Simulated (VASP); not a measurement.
Write the native input for VASP 6.6.1 that does the following.

```yaml
Task: relaxation of cell and atoms
Functional: r2SCAN
Potentials_or_basis: VASP PAW PBE potentials, release 64 (Al, N)
Cutoff: 600 eV
k_mesh: 8 × 8 × 8
Occupations: gaussian, width 0.01 eV
Spin: no spin polarisation
Target_pressure: 1 GPa
Dipole_correction: no
Further_INCAR_settings: ALGO = Normal; EDIFF = 1e-07; IBRION = 2; EDIFFG = -0.002; NSW = 100; ISIF = 3
```

The system is AlN.

```xyz
2
Lattice="0.0000 2.1849 2.1849 2.1849 0.0000 2.1849 2.1849 2.1849 0.0000" Properties=species:S:1:pos:R:3 pbc="T T T"
Al    0.0000    0.0000    0.0000
N     1.0924    1.0924    1.0924
```

One way to write it, as run:

POSCAR

```
AlN
1.0
    0.0000000000      2.1848999340      2.1848999340
    2.1848999340      0.0000000000      2.1848999340
    2.1848999340      2.1848999340      0.0000000000
Al N
1 1
Direct
    0.0000000000      0.0000000000      0.0000000000
    0.2500000000      0.2500000000      0.2500000000
```

INCAR.step1

```
SYSTEM = AlN
PREC     = Accurate       ! precision mode
ENCUT    = 600            ! plane-wave cutoff, eV
ISMEAR   = 0              ! smearing method
SIGMA    = 0.01           ! smearing width, eV
LREAL    = .FALSE.        ! projectors in reciprocal space
LASPH    = .TRUE.         ! aspherical terms in the spheres
NELM     = 60             ! most SCF steps
GGA      = PE             ! functional
ALGO     = Normal         ! electronic algorithm
EDIFF    = 1E-4           ! SCF threshold, eV
LWAVE    = .TRUE.         ! write WAVECAR
LCHARG   = .FALSE.        ! write CHGCAR
```

INCAR.step2

```
SYSTEM = AlN
PREC     = Accurate       ! precision mode
ENCUT    = 600            ! plane-wave cutoff, eV
EDIFF    = 1E-7           ! SCF threshold, eV
ISMEAR   = 0              ! smearing method
SIGMA    = 0.01           ! smearing width, eV
LREAL    = .FALSE.        ! projectors in reciprocal space
LASPH    = .TRUE.         ! aspherical terms in the spheres
NELM     = 60             ! most SCF steps
ALGO     = Normal         ! electronic algorithm
ISIF     = 3              ! what is computed and relaxed
LWAVE    = .FALSE.        ! write WAVECAR
LCHARG   = .FALSE.        ! write CHGCAR
METAGGA  = R2SCAN         ! meta-GGA
LMIXTAU  = .TRUE.       
IBRION   = 2              ! ionic algorithm
NSW      = 100            ! ionic steps
EDIFFG   = -0.002         ! ionic threshold
PSTRESS  = 10.0         
ISTART   = 1
```

KPOINTS

```
regular mesh
0
G
  8 8 8
  0 0 0
```

Potentials or basis: VASP PAW PBE potentials, release 64 (Al, N).

The run is started by

```sh
$ cat potpaw_PBE.64/Al/POTCAR potpaw_PBE.64/N/POTCAR > POTCAR
$ cp INCAR.step1 INCAR
$ mpirun -np 1 vasp_std > vasp.out
$ cp INCAR.step2 INCAR
$ mpirun -np 1 vasp_std > vasp.out
```

It gave:

```json
{
  "Relaxed volume": "10.37 Å³/atom",
  "Relaxed cell": "a = 3.083 Å, b = 3.083 Å, c = 3.083 Å, α = 60.00°, β = 60.00°, γ = 60.00°",
  "Space group after relaxing (to 0.05 Å)": "F-43m (No. 216)",
  "Energy change on relaxing (the enthalpy is what falls)": "+0.2 meV/atom",
  "Ionic steps": "4",
  "Pressure after relaxing": "1.0 GPa",
  "Band gap on the k mesh": "3.94 eV, indirect (least direct gap 4.94 eV)"
}
```

Caveat: the cell is relaxed towards a set pressure, so the enthalpy falls and the energy may rise; the PAW data sets were made with another functional, which shifts forces and pressure a little.

Wall time 2.8 min on 1 thread of AMD EPYC 7R43 64-Core Processor (Zen 3), on a shared host, peak memory 0.12 GiB.
